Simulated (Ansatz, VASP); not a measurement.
HgTe in VASP and in Ansatz

```xyz
2
Lattice="0.0242 3.2235 3.2235 3.2235 0.0242 3.2235 3.2477 3.2477 0.0000" Properties=species:S:1:pos:R:3 pbc="T T T"
Hg    0.0000    0.0000    0.0000
Te    4.8715    4.8715    4.8353
```

Change from the starting cell: strain +0.0150 x Voigt [0, 0, 0, 0, 0, 1], atoms carried along.

Alike in both runs: task single point; functional PBEsol; k mesh 14 × 14 × 14; occupations gaussian, width 0.15 eV; no spin polarisation.

|  | VASP | Ansatz |
| --- | --- | --- |
| version | VASP 6.6.1 | Ansatz 0.2.0 |
| potentials or method | VASP PAW PBE potentials, release 64 (Hg, Te), cutoff 520 eV | scalar-relativistic, plane waves, PAW |
| valence electrons in the cell | 18 | 36 |

Ansatz gave:

| Quantity | Value |
| --- | --- |
| gap on the k mesh at the Fermi level (eV) | none |
| pressure (GPa) | 1.3 |
| traceless stress, the component that is largest in VASP (GPa) | -0.63 |
| rms of the force components (eV/Å) | 0.051 |

Problem. Estimate VASP's values.

Solution. gap on the k mesh at the Fermi level (eV): none; pressure (GPa): 1.4; traceless stress, the component that is largest in VASP (GPa): -0.64; rms of the force components (eV/Å): 0.052.

VASP's potentials were made for PBE, not for PBEsol. Atom by atom the forces differ by 0.002 eV/Å (rms over components). A gap of «none» marks a metal or a gap that the smearing closes. VASP's potentials hold 18 valence electrons a cell and Ansatz's 36, so a difference there can come from the potentials and not from the codes.

Neither program's run includes spin-orbit coupling.
